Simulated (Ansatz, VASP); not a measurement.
**Hf3C2: VASP beside Ansatz**

```
Hf C
1.0
     3.28928    0.00000    0.00000
    -1.64464    2.84860    0.00000
     0.00000    0.00000   16.44366
Hf C
6 4
Direct
  0.33333 0.66667 0.84556
  0.66667 0.33333 0.34556
  0.66667 0.33333 0.15444
  0.33333 0.66667 0.65444
  0.00000 0.00000 0.00000
  0.00000 0.00000 0.50000
  0.66667 0.33333 0.91528
  0.33333 0.66667 0.41528
  0.66667 0.33333 0.58472
  0.33333 0.66667 0.08472
```

Change from the starting cell: species swapped into the Ti3C2 type (P6_3/mmc, No. 194).

Alike in both runs: functional PBE; k mesh 6 × 6 × 1; occupations gaussian, width 0.2 eV; no spin polarisation.

Ansatz relaxed the structure, and its values are those at the end. VASP's run is a single point on that final structure, the one shown.

|  | VASP | Ansatz |
| --- | --- | --- |
| version | VASP 6.6.1 | Ansatz 0.2.0 |
| potentials or method | VASP PAW PBE potentials, release 64 (Hf_pv, C), cutoff 520 eV | scalar-relativistic, plane waves, PAW |
| valence electrons in the cell | 76 | 172 |

```tsv
	VASP	Ansatz	Ansatz less VASP
gap on the k mesh at the Fermi level (eV)	none	none	-
pressure (GPa)	-0.8	-0.1	+0.68
rms of the force components (eV/Å)	0.019	0.007	-0.0119
```

A gap of «none» marks a metal or a gap that the smearing closes. VASP's potentials hold 76 valence electrons a cell and Ansatz's 172, so a difference there can come from the potentials and not from the codes.

The k mesh is coarse, so the values compare programs but aren't converged. Neither program's run includes spin-orbit coupling.
